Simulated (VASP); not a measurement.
# ZrGaH4 (P4/mmm) in VASP: notebook

The runs below take ZrGaH4 through single point, relaxation of cell and atoms, with PBE.

Everything below comes from runs of VASP 6.6.1. Logs are shortened: lines on timing, memory, paths and dates and some standing lists are left out, and cuts for length are marked.

## 1. The cell of the first run

It takes space group P4/mmm (No. 123, tetragonal). Conventional cell: a = 3.470 Å, b = 3.470 Å, c = 4.545 Å, α = 90.00°, β = 90.00°, γ = 90.00°. Within 2.7 Å of Zr (site symmetry 4/mmm) lie 8 H at 2.06 Å. Ga (site symmetry 4/mmm) has 8 H at 2.08 Å within 2.8 Å. H (site symmetry 2mm) has 2 Zr at 2.06 Å and 2 Ga at 2.08 Å and 6 H at 2.24 to 2.45 Å within 2.7 Å.

## 2. Single point, PBE

File INCAR:

```
PREC     = Accurate       # precision mode
ENCUT    = 520            # plane-wave cutoff, eV
EDIFF    = 1E-6           # SCF threshold, eV
ISMEAR   = 0              # smearing method
SIGMA    = 0.1            # smearing width, eV
LREAL    = F              # projectors in reciprocal space
LASPH    = T              # aspherical terms in the spheres
NELM     = 80             # most SCF steps
ALGO     = Normal         # electronic algorithm
ISIF     = 2              # what is computed and relaxed
LWAVE    = F              # write WAVECAR
LCHARG   = F              # write CHGCAR
GGA      = PE             # functional
NBANDS   = 24             # bands
```

File KPOINTS:

```
regular mesh
0
Gamma
  4 4 4
```

File POSCAR:

```
ZrGaH4
1.0
    3.4696888462      0.0000000000      0.0000000000
    0.0000000000      3.4696888462      0.0000000000
    0.0000000000      0.0000000000      4.5446131785
Zr Ga H
1 1 4
Direct
    0.5000000000      0.5000000000      0.5000000000
    0.0000000000      0.0000000000      0.0000000000
    0.5000000000      0.0000000000      0.2540438820
    0.0000000000      0.5000000000      0.7459561180
    0.5000000000      0.0000000000      0.7459561180
    0.0000000000      0.5000000000      0.2540438820
```

Potentials or basis: VASP PAW PBE potentials, release 64 (Zr_sv, Ga_d, H).

Command:

```
> cat potpaw_PBE.64/Zr_sv/POTCAR potpaw_PBE.64/Ga_d/POTCAR potpaw_PBE.64/H/POTCAR > POTCAR
> mpirun -np 1 vasp_std > vasp.out
```

OUTCAR:

```text
PREC = Accurate
   ENCUT = 520
   EDIFF = 1E-6
   ISMEAR = 0
   LREAL = F
   LASPH = T
   NELM = 80
   ISIF = 2
   GGA = PE

 ion  position               nearest neighbor table
   1  0.500  0.500  0.500-   3 2.06   4 2.06   5 2.06   6 2.06   3 2.06   5 2.06   4 2.06   6 2.06
                             2 3.34   2 3.34   2 3.34   2 3.34   2 3.34   2 3.34   2 3.34   2 3.34
   2  0.000  0.000  0.000-   1 3.34   1 3.34   1 3.34   1 3.34   1 3.34   1 3.34   1 3.34   1 3.34

   3  0.500  0.000  0.254-   1 2.06   1 2.06
   4  0.000  0.500  0.746-   1 2.06   1 2.06
   5  0.500  0.000  0.746-   1 2.06   1 2.06
   6  0.000  0.500  0.254-   1 2.06   1 2.06

  LATTYP: Found a simple tetragonal cell.
 ALAT       =     3.4696888462
 C/A-ratio  =     1.3098042447

  Lattice vectors:

 A1 = (   3.4696888462,   0.0000000000,   0.0000000000)
 A2 = (   0.0000000000,   3.4696888462,   0.0000000000)
 A3 = (   0.0000000000,   0.0000000000,   4.5446131785)

Analysis of symmetry for initial positions (statically):
=====================================================================
 Subroutine PRICEL returns:
 Original cell was already a primitive cell.

 Routine SETGRP: Setting up the symmetry group for a
 simple tetragonal supercell.

 Subroutine GETGRP returns: Found 16 space group operations
 (whereof 16 operations were pure point group operations)
 out of a pool of 16 trial point group operations.

The static configuration has the point symmetry D_4h.

Analysis of symmetry for dynamics (positions and initial velocities):
=====================================================================
 Subroutine PRICEL returns:
 Original cell was already a primitive cell.

 Routine SETGRP: Setting up the symmetry group for a
 simple tetragonal supercell.

 Subroutine GETGRP returns: Found 16 space group operations
 (whereof 16 operations were pure point group operations)
 out of a pool of 16 trial point group operations.

The dynamic configuration has the point symmetry D_4h.

 Subroutine INISYM returns: Found 16 space group operations
 (whereof 16 operations are pure point group operations),
 and found     1 'primitive' translations

----------------------------------------------------------------------------------------

                                     Primitive cell

  volume of cell :      54.7114

  direct lattice vectors                    reciprocal lattice vectors
     3.469688846  0.000000000  0.000000000     0.288210282  0.000000000  0.000000000
     0.000000000  3.469688846  0.000000000     0.000000000  0.288210282  0.000000000
     0.000000000  0.000000000  4.544613178     0.000000000  0.000000000  0.220040730

  length of vectors
     3.469688846  3.469688846  4.544613178     0.288210282  0.288210282  0.220040730

  position of ions in fractional coordinates (direct lattice)
     0.500000000  0.500000000  0.500000000
     0.000000000  0.000000000  0.000000000
     0.500000000  0.000000000  0.254043882
     0.000000000  0.500000000  0.745956118
     0.500000000  0.000000000  0.745956118
     0.000000000  0.500000000  0.254043882

  ion indices of the primitive-cell ions
   primitive index   ion index
                 1           1
                 2           2
                 3           3
                 4           4
                 5           5
                 6           6

----------------------------------------------------------------------------------------

 KPOINTS: regular mesh

Automatic generation of k-mesh.
 Grid dimensions read from file:
 generate k-points for:    4    4    4

 Generating k-lattice:

  Cartesian coordinates                     Fractional coordinates (reciprocal lattice)
     0.072052570  0.000000000  0.000000000     0.250000000  0.000000000  0.000000000
     0.000000000  0.072052570  0.000000000     0.000000000  0.250000000  0.000000000
     0.000000000  0.000000000  0.055010182     0.000000000  0.000000000  0.250000000

  Length of vectors
     0.072052570  0.072052570  0.055010182

  Shift w.r.t. Gamma in fractional coordinates (k-lattice)
     0.000000000  0.000000000  0.000000000

 Subroutine IBZKPT returns following result:
 ===========================================

 Found     18 irreducible k-points:

 Following reciprocal coordinates:
            Coordinates               Weight
  0.000000  0.000000  0.000000      1.000000
  0.250000  0.000000  0.000000      4.000000
  0.500000  0.000000  0.000000      2.000000
  0.250000  0.250000  0.000000      4.000000
  0.500000  0.250000  0.000000      4.000000
  0.500000  0.500000  0.000000      1.000000
[... 10 lines left out ...]
  0.500000  0.250000  0.500000      4.000000
  0.500000  0.500000  0.500000      1.000000
   k-points           NKPTS =     18   k-points in BZ     NKDIM =     18   number of bands    NBANDS=     24
   number of dos      NEDOS =    301   number of ions     NIONS =      6
   total plane-waves  NPLWV =  28224
   dimension x,y,z NGX =    28 NGY =   28 NGZ =   36
   dimension x,y,z NGXF=    56 NGYF=   56 NGZF=   72
   ions per type =               1   1   4
   NGX,Y,Z   is equivalent  to a cutoff of  13.42, 13.42, 13.17 a.u.
   NGXF,Y,Z  is equivalent  to a cutoff of  26.83, 26.83, 26.34 a.u.
 SYSTEM =  unknown system
   PREC   = accura    normal or accurate (medium, high low for compatibility)
   ISTART =      0    job   : 0-new  1-cont  2-samecut
   ICHARG =      2    charge: 1-file 2-atom 10-const
   ISPIN  =      1    spin polarized calculation?
   LNONCOLLINEAR =      F non collinear calculations
   LSORBIT =      F    spin-orbit coupling
   LASPH  =      T    aspherical Exc in radial PAW
   ENCUT  =  520.0 eV  38.22 Ry    6.18 a.u.   6.45  6.45  8.45*2*pi/ulx,y,z
   NELM   =     80;   NELMIN=  2; NELMDL= -5     # of ELM steps
   EDIFF  = 0.1E-05   stopping-criterion for ELM
   LREAL  =      F    real-space projection
   EDIFFG = 0.1E-04   stopping-criterion for IOM
   NSW    =      0    number of steps for IOM
   IBRION =     -1    ionic relax: 0-MD 1-quasi-New 2-CG
   NFREE  =      0    steps in history (QN), initial steepest desc. (CG)
   ISIF   =      2    stress and relaxation
   ISYM   =      2    0-nonsym 1-usesym 2-fastsym
   POTIM  = 0.5000    time-step for ionic-motion
   TEBEG  =    0.0;   TEEND  =   0.0 temperature during run
   PSTRESS=    0.0 pullay stress
   NELECT =      29.0000    total number of electrons
   NUPDOWN=      -1.0000    fix difference up-down
   EMIN   =  10.00;   EMAX   =-10.00  energy-range for DOS
   EFERMI =   0.00;   METHOD = LEGACY
   ISMEAR =     0;   SIGMA  =   0.10  broadening in eV -4-tet -1-fermi 0-gaus
   EFERMI_NEDOS =   21; number of points for ismear=-14 and -15
   IALGO  =     38    algorithm
   IMIX   =      4    mixing-type and parameters
     AMIX     =   0.40;   BMIX     =  1.00
     AMIX_MAG =   1.60;   BMIX_MAG =  1.00
  volume/ion in A,a.u.               =       9.12        61.54
  Fermi-wavevector in a.u.,A,eV,Ry     =   1.324895  2.503689 23.882947  1.755347
  Thomas-Fermi vector in A             =   2.454396
   LORBIT       =      0    0 simple, 1 ext, 2 COOP (PROOUT), +10 PAW based schemes
   GGA     = PE    functional components
   LHFCALC =     F    Hartree Fock is set to
   AEXX    =    0.0000 exact exchange contribution
   IVDW    =     0    specifies the selected vdW correction
   LEPSILON=     F    determine dielectric tensor
   LRPA    =     F    only Hartree local field effects (RPA)
 non-spin polarized calculation
 Gauss-broadening in eV      SIGMA  =   0.10
  energy-cutoff  :      520.00
  volume of cell :       54.71
 maximum number of plane-waves:      1513
 NGX is ok and might be reduce to    28
   NGX = 13   NGY = 13   NGZ = 17

 number of electron      29.0000000 magnetization

 Free energy of the ion-electron system (eV)
  ---------------------------------------------------
  ext. energy  EPLUGINS =         0.00000000
  ---------------------------------------------------
  free energy    TOTEN  =       -24.78221970 eV

  energy without entropy =      -24.76284832  energy(sigma->0) =      -24.77253401

 E-fermi :   6.3464     XC(G=0): -10.8235

 val. band max:        6.3311526781   @ k =   0.5000   0.2500   0.2500
 cond. band min:       6.3680484407   @ k =   0.5000   0.5000   0.2500
 fundamental gap:      0.0368957626
 Fermi energy:         6.3463672978

 k-point     1 :       0.0000    0.0000    0.0000
  band No.  band energies     occupation
      1     -42.9777      2.00000
      2     -21.0623      2.00000
      3     -20.9014      2.00000
      4     -20.9014      2.00000
      5      -8.8593      2.00000
      6      -8.7293      2.00000
[... 16 lines left out ...]
     23      16.6445      0.00000
     24      18.6610      0.00000

 k-point     2 :       0.2500    0.0000    0.0000
  band No.  band energies     occupation
      1     -42.9675      2.00000
      2     -21.0596      2.00000
      3     -21.0385      2.00000
      4     -20.8906      2.00000
      5      -8.8242      2.00000
      6      -8.7515      2.00000
[... 16 lines left out ...]
     23      15.5573      0.00000
     24      16.0063      0.00000

 k-point     3 :       0.5000    0.0000    0.0000
  band No.  band energies     occupation
      1     -42.9573      2.00000
      2     -21.2128      2.00000
      3     -21.0146      2.00000
      4     -20.8798      2.00000
      5      -8.7965      2.00000
      6      -8.7810      2.00000
[... 16 lines left out ...]
     23      14.7245      0.00000
     24      15.2347      0.00000
[... 352 lines left out ...]
 k-point    17 :       0.5000    0.2500    0.5000
  band No.  band energies     occupation
      1     -42.9470      2.00000
      2     -21.1933      2.00000
      3     -21.0307      2.00000
      4     -21.0050      2.00000
      5      -8.7900      2.00000
      6      -8.7537      2.00000
[... 16 lines left out ...]
     23      15.0290      0.00000
     24      16.1206      0.00000

 k-point    18 :       0.5000    0.5000    0.5000
  band No.  band energies     occupation
      1     -42.9370      2.00000
      2     -21.1780      2.00000
      3     -21.1780      2.00000
      4     -20.9808      2.00000
      5      -8.7805      2.00000
      6      -8.7805      2.00000
[... 16 lines left out ...]
     23      17.5302      0.00000
     24      17.5302      0.00000

------------------------ aborting loop because EDIFF is reached ----------------------------------------

  FORCE on cell =-STRESS in cart. coord.  units (eV):
  Direction    XX          YY          ZZ          XY          YZ          ZX
  --------------------------------------------------------------------------------------
  -------------------------------------------------------------------------------------
  Total        0.0311187      0.0311187     -0.0212596      0.0000000      0.0000000      0.0000000
  in kB        0.9112845      0.9112845     -0.6225693      0.0000000      0.0000000      0.0000000
  external PRESSURE =       0.3999999 kB  Pullay stress =       0.0000000 kB

 VOLUME and BASIS-vectors are now :
 -----------------------------------------------------------------------------
  energy-cutoff  :      520.00
  volume of cell :       54.71
      direct lattice vectors                 reciprocal lattice vectors
     3.469688846  0.000000000  0.000000000     0.288210282  0.000000000  0.000000000
     0.000000000  3.469688846  0.000000000     0.000000000  0.288210282  0.000000000
     0.000000000  0.000000000  4.544613178     0.000000000  0.000000000  0.220040730

 POSITION                                       TOTAL-FORCE (eV/Angst)
 -----------------------------------------------------------------------------------
      1.73484      1.73484      2.27231         0.000000      0.000000     -0.000000
      0.00000      0.00000      0.00000         0.000000      0.000000     -0.000000
      1.73484      0.00000      1.15453         0.000000      0.000000      0.000258
      0.00000      1.73484      3.39008        -0.000000     -0.000000     -0.000258
      1.73484      0.00000      3.39008        -0.000000     -0.000000     -0.000258
      0.00000      1.73484      1.15453        -0.000000     -0.000000      0.000258
 -----------------------------------------------------------------------------------
    total drift:                               -0.000000      0.000000      0.000000

  FREE ENERGIE OF THE ION-ELECTRON SYSTEM (eV)
  ---------------------------------------------------
  free  energy   TOTEN  =       -24.7822196979 eV

  energy  without entropy=      -24.7628483211  energy(sigma->0) =      -24.77253401
```

Wall time 44 s (1 thread of Intel Xeon 8259CL, shared host); peak memory 0.18 GiB.

What came out:

```yaml
Free_energy: -24.7822 eV
Pressure: 0.0 GPa
Band_gap_on_the_k_mesh: zero (an odd number of electrons rules out a gap without spin polarisation)
```

Caveat: the k points lie up to 0.45 Å⁻¹ apart, too coarse for converged energies and pressures of a metal.

(Part 1 of 2 ends here.)
